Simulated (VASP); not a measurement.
# Pt (Fm-3m) in VASP: notebook

Pt is run at these levels: LDA; tasks: electric field gradients.

Program: VASP 6.6.1. These are calculated values, not measurements. Logs are shortened: lines on timing, memory, paths and dates and some standing lists are left out, and cuts for length are marked.

## 1. The cell of the first run

It takes space group Fm-3m (No. 225, cubic). The conventional cell has a = 3.863 Å, b = 3.863 Å, c = 3.863 Å, α = 90.00°, β = 90.00°, γ = 90.00°. Pt (site symmetry m-3m) has 12 Pt at 2.73 Å within 3.6 Å.

## 2. Electric field gradients, LDA (volume scaled by 0.9405)

File INCAR:

```
PREC = Accurate
ENCUT = 520
EDIFF = 1E-8
ISMEAR = -1
SIGMA = 0.05
LREAL = F
LASPH = T
NELM = 100
ALGO = Normal
ISIF = 2
LWAVE = F
LCHARG = F
GGA = CA
LEFG = T
NBANDS = 11
```

File KPOINTS:

```
regular mesh
0
Gamma
  16 16 16
```

File POSCAR:

```
Pt
1.0
    0.0000000000      1.9316700328      1.9316700328
    1.9316700328      0.0000000000      1.9316700328
    1.9316700328      1.9316700328      0.0000000000
Pt
1
Direct
    0.0000000000      0.0000000000      0.0000000000
```

Potentials or basis: VASP PAW LDA potentials, release 64 (Pt).

Run with:

```sh
cat potpaw_LDA.64/Pt/POTCAR > POTCAR
mpirun -np 1 vasp_std > vasp.out
```

OUTCAR:

```text
PREC = Accurate
   ENCUT = 520
   EDIFF = 1E-8
   ISMEAR = -1
   LREAL = F
   LASPH = T
   NELM = 100
   ISIF = 2
   GGA = CA

 ion  position               nearest neighbor table
   1  0.000  0.000  0.000-

  LATTYP: Found a face centered cubic cell.
 ALAT       =     3.8633400656

  Lattice vectors:

 A1 = (   0.0000000000,   1.9316700328,   1.9316700328)
 A2 = (   1.9316700328,   0.0000000000,   1.9316700328)
 A3 = (   1.9316700328,   1.9316700328,   0.0000000000)

Analysis of symmetry for initial positions (statically):
=====================================================================
 Subroutine PRICEL returns:
 Original cell was already a primitive cell.

 Routine SETGRP: Setting up the symmetry group for a
 face centered cubic supercell.

 Subroutine GETGRP returns: Found 48 space group operations
 (whereof 48 operations were pure point group operations)
 out of a pool of 48 trial point group operations.

The static configuration has the point symmetry O_h .

Analysis of symmetry for dynamics (positions and initial velocities):
=====================================================================
 Subroutine PRICEL returns:
 Original cell was already a primitive cell.

 Routine SETGRP: Setting up the symmetry group for a
 face centered cubic supercell.

 Subroutine GETGRP returns: Found 48 space group operations
 (whereof 48 operations were pure point group operations)
 out of a pool of 48 trial point group operations.

The dynamic configuration has the point symmetry O_h .

 Subroutine INISYM returns: Found 48 space group operations
 (whereof 48 operations are pure point group operations),
 and found     1 'primitive' translations

----------------------------------------------------------------------------------------

                                     Primitive cell

  volume of cell :      14.4155

  direct lattice vectors                    reciprocal lattice vectors
     0.000000000  1.931670033  1.931670033    -0.258843380  0.258843380  0.258843380
     1.931670033  0.000000000  1.931670033     0.258843380 -0.258843380  0.258843380
     1.931670033  1.931670033  0.000000000     0.258843380  0.258843380 -0.258843380

  length of vectors
     2.731793958  2.731793958  2.731793958     0.448329885  0.448329885  0.448329885

  position of ions in fractional coordinates (direct lattice)
     0.000000000  0.000000000  0.000000000

  ion indices of the primitive-cell ions
   primitive index   ion index
                 1           1

----------------------------------------------------------------------------------------

 KPOINTS: regular mesh

Automatic generation of k-mesh.
 Grid dimensions read from file:
 generate k-points for:   16   16   16

 Generating k-lattice:

  Cartesian coordinates                     Fractional coordinates (reciprocal lattice)
    -0.016177711  0.016177711  0.016177711     0.062500000  0.000000000  0.000000000
     0.016177711 -0.016177711  0.016177711     0.000000000  0.062500000  0.000000000
     0.016177711  0.016177711 -0.016177711     0.000000000  0.000000000  0.062500000

  Length of vectors
     0.028020618  0.028020618  0.028020618

  Shift w.r.t. Gamma in fractional coordinates (k-lattice)
     0.000000000  0.000000000  0.000000000

 Subroutine IBZKPT returns following result:
 ===========================================

 Found    145 irreducible k-points:

 Following reciprocal coordinates:
            Coordinates               Weight
  0.000000  0.000000  0.000000      1.000000
  0.062500  0.000000  0.000000      8.000000
  0.125000  0.000000  0.000000      8.000000
  0.187500  0.000000  0.000000      8.000000
  0.250000  0.000000  0.000000      8.000000
  0.312500  0.000000  0.000000      8.000000
[... 16 lines left out ...]
 -0.125000  0.062500  0.000000     24.000000
 -0.062500  0.062500  0.000000     12.000000
 [... further k-points ...]
   k-points           NKPTS =    145   k-points in BZ     NKDIM =    145   number of bands    NBANDS=     11
   number of dos      NEDOS =    301   number of ions     NIONS =      1
   total plane-waves  NPLWV =   8000
   dimension x,y,z NGX =    20 NGY =   20 NGZ =   20
   dimension x,y,z NGXF=    40 NGYF=   40 NGZF=   40
   ions per type =               1
   NGX,Y,Z   is equivalent  to a cutoff of  12.17, 12.17, 12.17 a.u.
   NGXF,Y,Z  is equivalent  to a cutoff of  24.34, 24.34, 24.34 a.u.
 SYSTEM =  unknown system
   PREC   = accura    normal or accurate (medium, high low for compatibility)
   ISTART =      0    job   : 0-new  1-cont  2-samecut
   ICHARG =      2    charge: 1-file 2-atom 10-const
   ISPIN  =      1    spin polarized calculation?
   LNONCOLLINEAR =      F non collinear calculations
   LSORBIT =      F    spin-orbit coupling
   LASPH  =      T    aspherical Exc in radial PAW
   ENCUT  =  520.0 eV  38.22 Ry    6.18 a.u.   5.08  5.08  5.08*2*pi/ulx,y,z
   NELM   =    100;   NELMIN=  2; NELMDL= -5     # of ELM steps
   EDIFF  = 0.1E-07   stopping-criterion for ELM
   LREAL  =      F    real-space projection
   EDIFFG = 0.1E-06   stopping-criterion for IOM
   NSW    =      0    number of steps for IOM
   IBRION =     -1    ionic relax: 0-MD 1-quasi-New 2-CG
   NFREE  =      0    steps in history (QN), initial steepest desc. (CG)
   ISIF   =      2    stress and relaxation
   ISYM   =      2    0-nonsym 1-usesym 2-fastsym
   POTIM  = 0.5000    time-step for ionic-motion
   TEBEG  =    0.0;   TEEND  =   0.0 temperature during run
   PSTRESS=    0.0 pullay stress
   NELECT =      10.0000    total number of electrons
   NUPDOWN=      -1.0000    fix difference up-down
   EMIN   =  10.00;   EMAX   =-10.00  energy-range for DOS
   EFERMI =   0.00;   METHOD = LEGACY
   ISMEAR =    -1;   SIGMA  =   0.05  broadening in eV -4-tet -1-fermi 0-gaus
   EFERMI_NEDOS =   21; number of points for ismear=-14 and -15
   IALGO  =     38    algorithm
   IMIX   =      4    mixing-type and parameters
     AMIX     =   0.40;   BMIX     =  1.00
     AMIX_MAG =   1.60;   BMIX_MAG =  1.00
  volume/ion in A,a.u.               =      14.42        97.28
  Fermi-wavevector in a.u.,A,eV,Ry     =   1.449212  2.738613 28.575161  2.100215
  Thomas-Fermi vector in A             =   2.566964
   LORBIT       =      0    0 simple, 1 ext, 2 COOP (PROOUT), +10 PAW based schemes
   GGA     = CA    functional components
   LHFCALC =     F    Hartree Fock is set to
   AEXX    =    0.0000 exact exchange contribution
   IVDW    =     0    specifies the selected vdW correction
   LEPSILON=     F    determine dielectric tensor
   LRPA    =     F    only Hartree local field effects (RPA)
 non-spin polarized calculation
  energy-cutoff  :      520.00
  volume of cell :       14.42
 maximum number of plane-waves:       399
   NGX = 11   NGY = 11   NGZ = 11

 number of electron      10.0000000 magnetization

 number of electron       9.9999999 magnetization

 Free energy of the ion-electron system (eV)
  ---------------------------------------------------
  ext. energy  EPLUGINS =         0.00000000
  ---------------------------------------------------
  free energy    TOTEN  =        -7.50202135 eV

  energy without entropy =       -7.48614277  energy(sigma->0) =       -7.49408206

 E-fermi :  12.0256     XC(G=0): -13.9509

 val. band max:       12.0152015813   @ k =  -0.4375   0.1250   0.0625
 cond. band min:      12.0455299778   @ k =  -0.4375   0.3125   0.0000
 fundamental gap:      0.0303283965
 Fermi energy:        12.0255502137

 k-point     1 :       0.0000    0.0000    0.0000
  band No.  band energies     occupation
      1       1.2795      2.00000
      2       7.9313      2.00000
      3       7.9313      2.00000
      4       7.9313      2.00000
      5      10.2917      2.00000
      6      10.2917      2.00000
      7      26.5196      0.00000
      8      31.7009      0.00000
      9      31.7009      0.00000
     10      31.7009      0.00000
     11      37.3228      0.00000

 k-point     2 :       0.0625    0.0000    0.0000
  band No.  band energies     occupation
      1       1.4443      2.00000
      2       7.8547      2.00000
      3       7.9984      2.00000
      4       7.9984      2.00000
      5      10.2525      2.00000
      6      10.2525      2.00000
      7      26.7863      0.00000
      8      30.8894      0.00000
      9      31.9634      0.00000
     10      31.9634      0.00000
     11      38.2521      0.00000

 k-point     3 :       0.1250    0.0000    0.0000
  band No.  band energies     occupation
      1       1.9182      2.00000
      2       7.6676      2.00000
      3       8.1668      2.00000
      4       8.1668      2.00000
      5      10.1774      2.00000
      6      10.1774      2.00000
      7      27.4969      0.00000
      8      29.2677      0.00000
      9      32.7227      0.00000
     10      32.7227      0.00000
     11      38.9232      0.00000

 k-point     4 :       0.1875    0.0000    0.0000
  band No.  band energies     occupation
      1       2.6264      2.00000
      2       7.4963      2.00000
      3       8.3259      2.00000
      4       8.3259      2.00000
      5      10.1985      2.00000
      6      10.1985      2.00000
      7      27.4699      0.00000
      8      28.3198      0.00000
      9      33.8879      0.00000
     10      33.8879      0.00000
     11      36.9018      0.00000

 k-point     5 :       0.2500    0.0000    0.0000
  band No.  band energies     occupation
      1       3.3953      2.00000
      2       7.5605      2.00000
      3       8.3370      2.00000
      4       8.3370      2.00000
      5      10.4667      2.00000
      6      10.4667      2.00000
      7      25.5639      0.00000
      8      28.5079      0.00000
      9      35.1436      0.00000
     10      35.1436      0.00000
     11      35.9090      0.00000
[... 211 lines left out ...]
 k-point    21 :      -0.2500    0.0625    0.0000
  band No.  band energies     occupation
      1       3.7595      2.00000
      2       7.5127      2.00000
      3       8.2965      2.00000
      4       8.4039      2.00000
      5      10.2213      2.00000
      6      11.1134      2.00000
      7      24.9856      0.00000
      8      28.4991      0.00000
      9      33.2218      0.00000
     10      34.7774      0.00000
     11      37.0477      0.00000

 k-point    22 :      -0.1875    0.0625    0.0000
  band No.  band energies     occupation
      1       3.0260      2.00000
      2       7.3530      2.00000
      3       8.3855      2.00000
      4       8.4486      2.00000
      5       9.8878      2.00000
      6      10.6429      2.00000
      7      26.9516      0.00000
      8      28.6847      0.00000
      9      32.9801      0.00000
     10      35.3175      0.00000
     11      35.3213      0.00000

 k-point    23 :      -0.1250    0.0625    0.0000
  band No.  band energies     occupation
      1       2.2727      2.00000
      2       7.4979      2.00000
      3       8.2897      2.00000
      4       8.3147      2.00000
      5       9.8987      2.00000
      6      10.4000      2.00000
      7      27.9939      0.00000
      8      28.6838      0.00000
      9      32.2168      0.00000
     10      33.7995      0.00000
     11      37.6102      0.00000

 k-point    24 :      -0.0625    0.0625    0.0000
  band No.  band energies     occupation
      1       1.7132      2.00000
      2       7.7134      2.00000
      3       8.0915      2.00000
      4       8.1400      2.00000
      5      10.0785      2.00000
      6      10.3186      2.00000
      7      27.2078      0.00000
      8      30.1235      0.00000
      9      31.8288      0.00000
     10      32.6530      0.00000
     11      39.1958      0.00000

 [... further k-points ...]
[... 5 lines left out ...]
  --------------------------------------------------------------------------------------
  -------------------------------------------------------------------------------------
  Total        0.7698567      0.7698567      0.7698567      0.0000000     -0.0000000      0.0000000
  in kB       85.5641143     85.5641143     85.5641143      0.0000000     -0.0000000      0.0000000
  external PRESSURE =      85.5641143 kB  Pullay stress =       0.0000000 kB

 VOLUME and BASIS-vectors are now :
 -----------------------------------------------------------------------------
  energy-cutoff  :      520.00
  volume of cell :       14.42
      direct lattice vectors                 reciprocal lattice vectors
     0.000000000  1.931670033  1.931670033    -0.258843380  0.258843380  0.258843380
     1.931670033  0.000000000  1.931670033     0.258843380 -0.258843380  0.258843380
     1.931670033  1.931670033  0.000000000     0.258843380  0.258843380 -0.258843380

 POSITION                                       TOTAL-FORCE (eV/Angst)
 -----------------------------------------------------------------------------------
      0.00000      0.00000      0.00000         0.000000      0.000000      0.000000
 -----------------------------------------------------------------------------------
    total drift:                                0.000000      0.000000      0.000000

  FREE ENERGIE OF THE ION-ELECTRON SYSTEM (eV)
  ---------------------------------------------------
  free  energy   TOTEN  =        -7.5020213462 eV

  energy  without entropy=       -7.4861427677  energy(sigma->0) =       -7.49408206

 Electric field gradients (V/A^2)
---------------------------------------------------------------------
 ion       V_xx      V_yy      V_zz      V_xy      V_xz      V_yz
---------------------------------------------------------------------
   1      -0.000    -0.000     0.000    -0.000    -0.000    -0.000
---------------------------------------------------------------------

 Electric field gradients after diagonalization (V/A^2)
 (convention: |V_zz| > |V_xx| > |V_yy|)
----------------------------------------------------------------------
 ion       V_xx      V_yy      V_zz     asymmetry (V_yy - V_xx)/ V_zz
----------------------------------------------------------------------
   1       0.000     0.000    -0.001       0.000
----------------------------------------------------------------------

           NMR quadrupolar parameters

 Cq : quadrupolar parameter    Cq=e*Q*V_zz/h
 eta: asymmetry parameters     (V_yy - V_xx)/ V_zz
 Q  : nuclear electric quadrupole moment in mb (millibarn)
----------------------------------------------------------------------
 ion       Cq(MHz)       eta       Q (mb)
----------------------------------------------------------------------
   1      -0.000       0.000       1.000
----------------------------------------------------------------------
```

Run time: 11 s. Hardware: 1 thread of Intel Xeon Platinum 8559C (Emerald Rapids), shared host; peak memory 0.13 GiB.

Results:

* Free energy: -7.5020 eV
* Pressure: 8.6 GPa
* Band gap on the k mesh: zero (band 5 reaches 12.58 eV, above the bottom of band 6 at 10.18 eV)

Caveat: without QUAD_EFG the Cq values of the log hold for a quadrupole moment of 1 mb, not for the nuclei; spin-orbit coupling is left out, which moves the levels of the heavy elements.

[end of part 1 of 4]
